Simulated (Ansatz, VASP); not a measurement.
AlNi in VASP and in Ansatz

```xyz
2
Lattice="2.8326 0.0000 0.0000 0.0000 2.8326 0.0000 0.0000 0.0000 2.8326" Properties=species:S:1:pos:R:3 pbc="T T T"
Al    0.0000    0.0000    0.0000
Ni    1.4163    1.4163    1.4163
```

Alike in both runs: functional LDA; k mesh 16 × 16 × 16; occupations fermi-dirac, width 0.05 eV; no spin polarisation.

Ansatz relaxed the structure, and its values are those at the end. VASP's run is a single point on that final structure, the one shown.

|  | VASP | Ansatz |
| --- | --- | --- |
| version | VASP 6.6.1 | Ansatz 0.2.0 |
| potentials or method | VASP PAW LDA potentials, release 64 (Al, Ni) | PAW with Ansatz's default frozen-core files, scalar-relativistic |
| plane-wave cutoff (eV) | 520 | 420 |
| valence electrons in the cell | 13 | 21 |

|  | VASP | Ansatz | Ansatz less VASP |
| --- | --- | --- | --- |
| pressure (GPa) | 0.3 | 0.0 | -0.34 |

LDA's correlation is that of Perdew and Zunger in VASP and of Perdew and Wang (1992) in Ansatz. VASP's potentials hold 13 valence electrons a cell and Ansatz's 21, so a difference there can come from the potentials and not from the codes.
